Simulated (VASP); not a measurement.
# TeMo3 (Pm-3m) in VASP: further runs

TeMo3 is run at these levels: PBE; tasks: single point, relaxation of cell and atoms.

Everything below comes from runs of VASP 6.6.1. Logs are shortened: lines on timing, memory, paths and dates and some standing lists are left out, and cuts for length are marked.

### 1 The cell of the first run

It takes space group Pm-3m (No. 221, cubic). The conventional cell has a = 4.084 Å, b = 4.084 Å, c = 4.084 Å, α = 90.00°, β = 90.00°, γ = 90.00°. Within 3.8 Å of Te (site symmetry m-3m) lie 12 Mo at 2.89 Å. Within 3.8 Å of Mo (site symmetry 4/mmm) lie 4 Te at 2.89 Å and 8 Mo at 2.89 Å.

### 2 Single point, PBE

File INCAR:

```
SYSTEM = TeMo3
PREC = Accurate
ENCUT = 520
EDIFF = 1E-6
ISMEAR = 0
SIGMA = 0.1
LREAL = .False.
LASPH = .True.
NELM = 80
ALGO = Fast
ISIF = 2
LWAVE = .False.
LCHARG = .True.
GGA = PE
LELF = .True.
LVHAR = .True.
NBANDS = 32
```

File KPOINTS:

```
Automatic mesh
0
Gamma
  4 4 4
  0 0 0
```

File POSCAR:

```
TeMo3
1.0
    4.0844647003      0.0000000000      0.0000000000
    0.0000000000      4.0844647003      0.0000000000
    0.0000000000      0.0000000000      4.0844647003
Te Mo
1 3
Direct
    0.0000000000      0.0000000000      0.0000000000
    0.0000000000      0.5000000000      0.5000000000
    0.5000000000      0.0000000000      0.5000000000
    0.5000000000      0.5000000000      0.0000000000
```

Potentials or basis: VASP PAW PBE potentials, release 64 (Te, Mo_sv).

Command:

```
> cat potpaw_PBE.64/Te/POTCAR potpaw_PBE.64/Mo_sv/POTCAR > POTCAR
> mpirun -np 1 vasp_std > vasp.out
```

OUTCAR:

```text
SYSTEM = TeMo3
   PREC = Accurate
   ENCUT = 520
   EDIFF = 1E-6
   ISMEAR = 0
   LREAL = .False.
   LASPH = .True.
   NELM = 80
   ISIF = 2
   GGA = PE

 ion  position               nearest neighbor table
   1  0.000  0.000  0.000-   2 2.89   3 2.89   4 2.89   2 2.89   3 2.89   2 2.89   4 2.89   2 2.89
                             3 2.89   4 2.89   3 2.89   4 2.89
   2  0.000  0.500  0.500-   1 2.89   3 2.89   4 2.89   1 2.89   4 2.89   1 2.89   3 2.89   1 2.89
                             3 2.89   4 2.89   4 2.89   3 2.89
   3  0.500  0.000  0.500-   1 2.89   2 2.89   4 2.89   1 2.89   4 2.89   2 2.89   4 2.89   4 2.89
                             1 2.89   2 2.89   1 2.89   2 2.89
   4  0.500  0.500  0.000-   1 2.89   2 2.89   3 2.89   2 2.89   3 2.89   1 2.89   3 2.89   3 2.89
                             1 2.89   2 2.89   2 2.89   1 2.89

  LATTYP: Found a simple cubic cell.
 ALAT       =     4.0844647003

  Lattice vectors:

 A1 = (   4.0844647003,   0.0000000000,   0.0000000000)
 A2 = (   0.0000000000,   4.0844647003,   0.0000000000)
 A3 = (   0.0000000000,   0.0000000000,   4.0844647003)

Analysis of symmetry for initial positions (statically):
=====================================================================
 Subroutine PRICEL returns:
 Original cell was already a primitive cell.

 Routine SETGRP: Setting up the symmetry group for a
 simple cubic supercell.

 Subroutine GETGRP returns: Found 48 space group operations
 (whereof 48 operations were pure point group operations)
 out of a pool of 48 trial point group operations.

The static configuration has the point symmetry O_h .

Analysis of symmetry for dynamics (positions and initial velocities):
=====================================================================
 Subroutine PRICEL returns:
 Original cell was already a primitive cell.

 Routine SETGRP: Setting up the symmetry group for a
 simple cubic supercell.

 Subroutine GETGRP returns: Found 48 space group operations
 (whereof 48 operations were pure point group operations)
 out of a pool of 48 trial point group operations.

The dynamic configuration has the point symmetry O_h .

 Subroutine INISYM returns: Found 48 space group operations
 (whereof 48 operations are pure point group operations),
 and found     1 'primitive' translations

----------------------------------------------------------------------------------------

                                     Primitive cell

  volume of cell :      68.1405

  direct lattice vectors                    reciprocal lattice vectors
     4.084464700  0.000000000  0.000000000     0.244830124  0.000000000  0.000000000
     0.000000000  4.084464700  0.000000000     0.000000000  0.244830124  0.000000000
     0.000000000  0.000000000  4.084464700     0.000000000  0.000000000  0.244830124

  length of vectors
     4.084464700  4.084464700  4.084464700     0.244830124  0.244830124  0.244830124

  position of ions in fractional coordinates (direct lattice)
     0.000000000  0.000000000  0.000000000
     0.000000000  0.500000000  0.500000000
     0.500000000  0.000000000  0.500000000
     0.500000000  0.500000000  0.000000000

  ion indices of the primitive-cell ions
   primitive index   ion index
                 1           1
                 2           2
                 3           3
                 4           4

----------------------------------------------------------------------------------------

 KPOINTS: Automatic mesh

Automatic generation of k-mesh.
 Grid dimensions read from file:
 generate k-points for:    4    4    4

 Generating k-lattice:

  Cartesian coordinates                     Fractional coordinates (reciprocal lattice)
     0.061207531  0.000000000  0.000000000     0.250000000  0.000000000  0.000000000
     0.000000000  0.061207531  0.000000000     0.000000000  0.250000000  0.000000000
     0.000000000  0.000000000  0.061207531     0.000000000  0.000000000  0.250000000

  Length of vectors
     0.061207531  0.061207531  0.061207531

  Shift w.r.t. Gamma in fractional coordinates (k-lattice)
     0.000000000  0.000000000  0.000000000

 Subroutine IBZKPT returns following result:
 ===========================================

 Found     10 irreducible k-points:

 Following reciprocal coordinates:
            Coordinates               Weight
  0.000000  0.000000  0.000000      1.000000
  0.250000  0.000000  0.000000      6.000000
  0.500000  0.000000  0.000000      3.000000
  0.250000  0.250000  0.000000     12.000000
  0.500000  0.250000  0.000000     12.000000
  0.500000  0.500000  0.000000      3.000000
  0.250000  0.250000  0.250000      8.000000
  0.500000  0.250000  0.250000     12.000000
  0.500000  0.500000  0.250000      6.000000
  0.500000  0.500000  0.500000      1.000000
   k-points           NKPTS =     10   k-points in BZ     NKDIM =     10   number of bands    NBANDS=     32
   number of dos      NEDOS =    301   number of ions     NIONS =      4
   total plane-waves  NPLWV =  27000
   dimension x,y,z NGX =    30 NGY =   30 NGZ =   30
   dimension x,y,z NGXF=    60 NGYF=   60 NGZF=   60
   ions per type =               1   3
   NGX,Y,Z   is equivalent  to a cutoff of  12.21, 12.21, 12.21 a.u.
   NGXF,Y,Z  is equivalent  to a cutoff of  24.42, 24.42, 24.42 a.u.
 SYSTEM =  TeMo3
   PREC   = accura    normal or accurate (medium, high low for compatibility)
   ISTART =      0    job   : 0-new  1-cont  2-samecut
   ICHARG =      2    charge: 1-file 2-atom 10-const
   ISPIN  =      1    spin polarized calculation?
   LNONCOLLINEAR =      F non collinear calculations
   LSORBIT =      F    spin-orbit coupling
   LASPH  =      T    aspherical Exc in radial PAW
   ENCUT  =  520.0 eV  38.22 Ry    6.18 a.u.   7.59  7.59  7.59*2*pi/ulx,y,z
   NELM   =     80;   NELMIN=  2; NELMDL= -5     # of ELM steps
   EDIFF  = 0.1E-05   stopping-criterion for ELM
   LREAL  =      F    real-space projection
[... 7 lines left out ...]
   TEBEG  =    0.0;   TEEND  =   0.0 temperature during run
   PSTRESS=    0.0 pullay stress
   NELECT =      48.0000    total number of electrons
   NUPDOWN=      -1.0000    fix difference up-down
   EMIN   =  10.00;   EMAX   =-10.00  energy-range for DOS
   EFERMI =   0.00;   METHOD = LEGACY
   ISMEAR =     0;   SIGMA  =   0.10  broadening in eV -4-tet -1-fermi 0-gaus
   EFERMI_NEDOS =   21; number of points for ismear=-14 and -15
   IALGO  =     68    algorithm
   IMIX   =      4    mixing-type and parameters
     AMIX     =   0.40;   BMIX     =  1.00
     AMIX_MAG =   1.60;   BMIX_MAG =  1.00
  volume/ion in A,a.u.               =      17.04       114.96
  Fermi-wavevector in a.u.,A,eV,Ry     =   1.456644  2.752658 28.869002  2.121812
  Thomas-Fermi vector in A             =   2.573538
   LORBIT       =      0    0 simple, 1 ext, 2 COOP (PROOUT), +10 PAW based schemes
   GGA     = PE    functional components
   LHFCALC =     F    Hartree Fock is set to
   AEXX    =    0.0000 exact exchange contribution
   IVDW    =     0    specifies the selected vdW correction
   LEPSILON=     F    determine dielectric tensor
   LRPA    =     F    only Hartree local field effects (RPA)
 non-spin polarized calculation
 RMM-DIIS sequential band-by-band and
 Gauss-broadening in eV      SIGMA  =   0.10
  energy-cutoff  :      520.00
  volume of cell :       68.14
 maximum number of plane-waves:      1856
   NGX = 15   NGY = 15   NGZ = 15

 number of electron      47.9999989 magnetization

 Free energy of the ion-electron system (eV)
  ---------------------------------------------------
  ext. energy  EPLUGINS =         0.00000000
  ---------------------------------------------------
  free energy    TOTEN  =       -33.38422323 eV

  energy without entropy =      -33.32708151  energy(sigma->0) =      -33.35565237

 E-fermi :  13.0891     XC(G=0): -12.7765

 val. band max:       13.0443715690   @ k =   0.2500   0.2500   0.0000
 cond. band min:      13.1040541874   @ k =   0.2500   0.2500   0.2500
 fundamental gap:      0.0596826183
 Fermi energy:        13.0890769858

 k-point     1 :       0.0000    0.0000    0.0000
  band No.  band energies     occupation
      1     -48.1971      2.00000
      2     -48.0192      2.00000
      3     -48.0192      2.00000
      4     -22.5959      2.00000
      5     -22.5959      2.00000
      6     -22.5959      2.00000
[... 24 lines left out ...]
     31      16.6223      0.00000
     32      16.6223      0.00000

 k-point     2 :       0.2500    0.0000    0.0000
  band No.  band energies     occupation
      1     -48.1745      2.00000
      2     -48.0419      2.00000
      3     -48.0190      2.00000
      4     -22.5363      2.00000
      5     -22.5363      2.00000
      6     -22.5100      2.00000
[... 24 lines left out ...]
     31      15.1920      0.00000
     32      16.6257      0.00000

 k-point     3 :       0.5000    0.0000    0.0000
  band No.  band energies     occupation
      1     -48.1378      2.00000
      2     -48.0787      2.00000
      3     -48.0188      2.00000
      4     -22.4503      2.00000
      5     -22.4503      2.00000
      6     -22.3621      2.00000
[... 24 lines left out ...]
     31      15.9129      0.00000
     32      16.6291      0.00000

 k-point     4 :       0.2500    0.2500    0.0000
  band No.  band energies     occupation
      1     -48.1544      2.00000
      2     -48.0487      2.00000
      3     -48.0319      2.00000
      4     -22.5734      2.00000
      5     -22.4752      2.00000
      6     -22.3931      2.00000
[... 164 lines left out ...]
     31      15.5168      0.00000
     32      15.6973      0.00000

 k-point     9 :       0.5000    0.5000    0.2500
  band No.  band energies     occupation
      1     -48.0776      2.00000
      2     -48.0776      2.00000
      3     -48.0775      2.00000
      4     -22.6164      2.00000
      5     -22.6105      2.00000
      6     -22.5095      2.00000
[... 24 lines left out ...]
     31      15.8341      0.00000
     32      15.8341      0.00000

 k-point    10 :       0.5000    0.5000    0.5000
  band No.  band energies     occupation
      1     -48.0772      2.00000
      2     -48.0772      2.00000
      3     -48.0772      2.00000
      4     -22.7325      2.00000
      5     -22.6072      2.00000
      6     -22.6072      2.00000
[... 24 lines left out ...]
     31      16.0206      0.00000
     32      16.0206      0.00000

------------------------ aborting loop because EDIFF is reached ----------------------------------------

  FORCE on cell =-STRESS in cart. coord.  units (eV):
  Direction    XX          YY          ZZ          XY          YZ          ZX
  --------------------------------------------------------------------------------------
  -------------------------------------------------------------------------------------
  Total        0.0472658      0.0472658      0.0472658     -0.0000000     -0.0000000      0.0000000
  in kB        1.1113531      1.1113531      1.1113531     -0.0000000     -0.0000000      0.0000000
  external PRESSURE =       1.1113531 kB  Pullay stress =       0.0000000 kB

 VOLUME and BASIS-vectors are now :
 -----------------------------------------------------------------------------
  energy-cutoff  :      520.00
  volume of cell :       68.14
      direct lattice vectors                 reciprocal lattice vectors
     4.084464700  0.000000000  0.000000000     0.244830124  0.000000000  0.000000000
     0.000000000  4.084464700  0.000000000     0.000000000  0.244830124  0.000000000
     0.000000000  0.000000000  4.084464700     0.000000000  0.000000000  0.244830124

 POSITION                                       TOTAL-FORCE (eV/Angst)
 -----------------------------------------------------------------------------------
      0.00000      0.00000      0.00000         0.000000      0.000000      0.000000
      0.00000      2.04223      2.04223         0.000000      0.000000      0.000000
      2.04223      0.00000      2.04223         0.000000      0.000000      0.000000
      2.04223      2.04223      0.00000         0.000000      0.000000      0.000000
 -----------------------------------------------------------------------------------
    total drift:                                0.000000      0.000000     -0.000000

  FREE ENERGIE OF THE ION-ELECTRON SYSTEM (eV)
  ---------------------------------------------------
  free  energy   TOTEN  =       -33.3842232312 eV

  energy  without entropy=      -33.3270815143  energy(sigma->0) =      -33.35565237
```

Run time: 52 s. Hardware: 1 thread of AMD EPYC 7R43 (Zen 3), shared host; peak memory 0.13 GiB.

Results:

| Item | Value |
| --- | --- |
| Free energy | -33.3842 eV |
| Pressure | 0.1 GPa |
| Band gap on the k mesh | zero (bands 24 and 25 overlap by 0.92 eV) |

Caveat: the k points lie up to 0.38 Å⁻¹ apart, too coarse for converged energies and pressures of a metal; spin-orbit coupling is left out, which moves the levels of the heavy elements.

### 3 Relaxation of cell and atoms, PBE

This run uses another cell than the first one, of 18.83 Å³/atom.

File INCAR:

```
ALGO = Normal ; EDIFF = 1E-6
EDIFFG = -0.04 ; ENCUT = 600
GGA = PE ; IBRION = 2
ISIF = 3 ; ISMEAR = 0
LASPH = T ; LCHARG = F
LREAL = F ; LWAVE = F
NELM = 60 ; NSW = 90
PREC = Accurate ; SIGMA = 0.1
```

File KPOINTS:

```
k-points
0
Gamma
  4 4 4
```

File POSCAR:

```
TeMo3
1.0
    4.2233228596      0.0000000000      0.0000000000
    0.0000000000      4.2233228596      0.0000000000
    0.0000000000      0.0000000000      4.2233228596
Te Mo
1 3
Direct
    0.0000000000      0.0000000000      0.0000000000
    0.0000000000      0.5000000000      0.5000000000
    0.5000000000      0.0000000000      0.5000000000
    0.5000000000      0.5000000000      0.0000000000
```

Potentials or basis: VASP PAW PBE potentials, release 64 (Te, Mo_sv).

Command:

```
> cat potpaw_PBE.64/Te/POTCAR potpaw_PBE.64/Mo_sv/POTCAR > POTCAR
> mpirun -np 1 vasp_std > vasp.out
```

Run time: 2.9 min. Hardware: 1 thread of AMD EPYC 7R43 (Zen 3), shared host; peak memory 0.19 GiB.

Results (log left out):

* Free energy: -33.3886 eV
* Relaxed volume: 17.07 Å³/atom
* Relaxed cell: a = 4.087 Å, b = 4.087 Å, c = 4.087 Å, α = 90.00°, β = 90.00°, γ = 90.00°
* Space group after relaxing (to 0.1 Å): Pm-3m (No. 221)
* Energy gained by relaxing: 95.2 meV/atom
* Ionic steps: 4
* Pressure after relaxing: -0.3 GPa
* Band gap on the k mesh: zero (bands 24 and 25 overlap by 0.91 eV)

Step by step:
```tsv
step	energy change (eV)	largest force (eV/Å)	pressure (GPa)	volume (Å³)
1	0.0000	0.0000	-15.42	75.33
2	1.1217	0.0000	51.81	57.24
3	-0.3794	0.0000	-1.07	68.55
4	-0.3806	0.0000	-0.26	68.27
```

Final structure:
```xyz
4
Lattice="4.0870 0.0000 0.0000 0.0000 4.0870 0.0000 0.0000 0.0000 4.0870" Properties=species:S:1:pos:R:3 pbc="T T T"
Te    0.0000    0.0000    0.0000
Mo    0.0000    2.0435    2.0435
Mo    2.0435    0.0000    2.0435
Mo    2.0435    2.0435    0.0000
```

Levels at points of the mesh, in eV from the Fermi level:
| k point | band 21 | band 22 | band 23 | band 24 | band 25 | band 26 | band 27 | band 28 |
| --- | --- | --- | --- | --- | --- | --- | --- | --- |
| (0.00, 0.00, 0.00) | -3.85 | -3.85 | -0.36 | -0.36 | -0.36 | 0.87 | 1.72 | 1.72 |
| (0.50, 0.00, 0.00) | -1.56 | -1.53 | -1.53 | -0.26 | -0.22 | -0.22 | 0.18 | 0.99 |
| (0.50, 0.50, 0.00) | -1.48 | -1.48 | -0.76 | -0.40 | -0.37 | -0.37 | -0.13 | 0.56 |
| (0.50, 0.50, 0.50) | -1.72 | -1.72 | -0.39 | -0.39 | -0.39 | 0.32 | 0.32 | 0.63 |

Caveat: the k points lie up to 0.38 Å⁻¹ apart in the final cell, too coarse for converged energies and pressures of a metal; spin-orbit coupling is left out, which moves the levels of the heavy elements.
